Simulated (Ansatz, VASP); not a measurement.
# Two plane-wave programs on AlCo

```
Co Al
1.0
     2.85238    0.00000    0.00000
     0.00000    2.85238    0.00000
     0.00000    0.00000    2.85238
Co Al
1 1
Cartesian
  0.0000 0.0000 0.0000
  1.4262 1.4262 1.4262
```

Alike in both runs: functional PBE; k mesh 14 × 14 × 14; occupations fermi-dirac, width 0.08 eV; no spin polarisation.

Ansatz relaxed the structure, and its values are those at the end. VASP's run is a single point on that final structure, the one shown.

|  | VASP | Ansatz |
| --- | --- | --- |
| version | VASP 6.6.1 | Ansatz 0.2.0 |
| potentials or method | VASP PAW PBE potentials, release 64 (Co, Al) | PAW with Ansatz's default frozen-core files, scalar-relativistic |
| plane-wave cutoff (eV) | 520 | 420 |
| valence electrons in the cell | 12 | 20 |

|  | VASP | Ansatz | Ansatz less VASP |
| --- | --- | --- | --- |
| pressure (GPa) | 0.0 | 0.0 | +0.03 |

VASP's potentials hold 12 valence electrons a cell and Ansatz's 20, so a difference there can come from the potentials and not from the codes.
